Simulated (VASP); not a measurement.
Input of a VASP 6.6.1 run:

INCAR

```
SYSTEM = Pt
PREC = Accurate ; ENCUT = 600
EDIFF = 1E-6 ; ISMEAR = 0
SIGMA = 0.1 ; LREAL = .False.
LASPH = .True. ; NELM = 80
ALGO = Fast ; ISIF = 3
LWAVE = .False. ; LCHARG = .False.
GGA = PE ; IBRION = 2
NSW = 80 ; EDIFFG = -0.01
```

The input KPOINTS:

```
Automatic mesh
0
Gamma
  18 18 18
  0 0 0
```

The input POSCAR:

```
Pt
1.0
    0.0000000000      1.9833628013      1.9833628013
    1.9833628013      0.0000000000      1.9833628013
    1.9833628013      1.9833628013      0.0000000000
Pt
1
Direct
    0.0000000000      0.0000000000      0.0000000000
```

Potentials or basis: VASP PAW PBE potentials, release 64 (Pt).

Launch:

```sh
$ cat potpaw_PBE.64/Pt/POTCAR > POTCAR
$ mpirun -np 1 vasp_std > vasp.out
```

Problem. Predict the relaxed volume.

Solution. 15.62 Å³/atom.

Problem. Estimate the relaxed cell.

Solution. a = 2.806 Å, b = 2.806 Å, c = 2.806 Å, α = 60.00°, β = 60.00°, γ = 60.00°.

Problem. What does it give for the space group after relaxing (to 0.05 Å)?

Solution. Fm-3m (No. 225).

Final structure:
```xyz
1
Lattice="0.0000 1.9839 1.9839 1.9839 0.0000 1.9839 1.9839 1.9839 0.0000" Properties=species:S:1:pos:R:3 pbc="T T T"
Pt    0.0000    0.0000    0.0000
```
